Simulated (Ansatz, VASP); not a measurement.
Given: the input of a run of Ansatz 0.2.0 on Au.

The input input.yaml:

```yaml
crystal:
  lattice:
    - [2.8407997153, 0.0, 0.0]
    - [-1.4203998576, 2.4602047205, 0.0]
    - [0.0, 0.0, 4.7803802105]
  atoms:
    - { symbol: Au, position: [0.6666666667, 0.3333333333, 0.25] }
    - { symbol: Au, position: [0.3333333333, 0.6666666667, 0.75] }
hamiltonian:
  xc: r2scan
  pseudopotentials: { kind: paw }
kpoints:
  mp_grid: { grid: [11, 11, 6] }
scf:
  occupations: { method: fermi_dirac, width: 0.05 }
output:
  forces: true
  stress: true
  eigenvalues: true
```

Potentials or basis: Ansatz PAW.

Run with:

```console
$ ansatz run input.yaml --threads 2 --pin off --max-ram 5632MiB --backend cpu --events-out ev --progress --plain --runs-dir out
```

Task: Set up the same calculation for VASP 6.6.1. Potentials there: VASP PAW PBE potentials, release 64 (Au).

Result: As run (the cutoff follows the program's own potentials):

Contents of POSCAR:

```
Au
1.0
    2.8407997153      0.0000000000      0.0000000000
   -1.4203998576      2.4602047205      0.0000000000
    0.0000000000      0.0000000000      4.7803802105
Au
2
Direct
    0.6666666667      0.3333333333      0.2500000000
    0.3333333333      0.6666666667      0.7500000000
```

File INCAR.step1:

```
SYSTEM = Au
PREC     = Accurate       ! precision mode
ENCUT    = 520            ! plane-wave cutoff, eV
ISMEAR   = -1             ! smearing method
SIGMA    = 0.05           ! smearing width, eV
LREAL    = .FALSE.        ! projectors in reciprocal space
LASPH    = .TRUE.         ! aspherical terms in the spheres
NELM     = 80             ! most SCF steps
NBANDS   = 18             ! bands
GGA      = PE             ! functional
ALGO     = Normal         ! electronic algorithm
EDIFF    = 1E-4           ! SCF threshold, eV
LWAVE    = .TRUE.         ! write WAVECAR
LCHARG   = .FALSE.        ! write CHGCAR
```

File INCAR.step2:

```
SYSTEM = Au
PREC     = Accurate       ! precision mode
ENCUT    = 520            ! plane-wave cutoff, eV
EDIFF    = 1E-7           ! SCF threshold, eV
ISMEAR   = -1             ! smearing method
SIGMA    = 0.05           ! smearing width, eV
LREAL    = .FALSE.        ! projectors in reciprocal space
LASPH    = .TRUE.         ! aspherical terms in the spheres
NELM     = 80             ! most SCF steps
ALGO     = Normal         ! electronic algorithm
ISIF     = 2              ! what is computed and relaxed
LWAVE    = .FALSE.        ! write WAVECAR
LCHARG   = .FALSE.        ! write CHGCAR
METAGGA  = R2SCAN         ! meta-GGA
LMIXTAU  = .TRUE.       
NBANDS   = 18             ! bands
ISTART   = 1
```

KPOINTS

```
Automatic mesh
0
G
  11 11 6
  0 0 0
```

Potentials or basis: VASP PAW PBE potentials, release 64 (Au).

Launch:

```console
$ cat potpaw_PBE.64/Au/POTCAR > POTCAR
$ cp INCAR.step1 INCAR
$ mpirun -np 1 vasp_std > vasp.out
$ cp INCAR.step2 INCAR
$ mpirun -np 1 vasp_std > vasp.out
```

Both were run:

|  | VASP | Ansatz | Ansatz less VASP |
| --- | --- | --- | --- |
| gap on the k mesh at the Fermi level (eV) | none | none | - |
| pressure (GPa) | 9.4 | 9.0 | -0.40 |
| traceless stress, the component that is largest in VASP (GPa) | -0.98 | -0.93 | +0.050 |

VASP's potentials were made for PBE, not for r2SCAN. A gap of «none» marks a metal or a gap that the smearing closes. VASP's potentials hold 22 valence electrons a cell and Ansatz's 38, so a difference there can come from the potentials and not from the codes.

Spin-orbit coupling is off throughout.
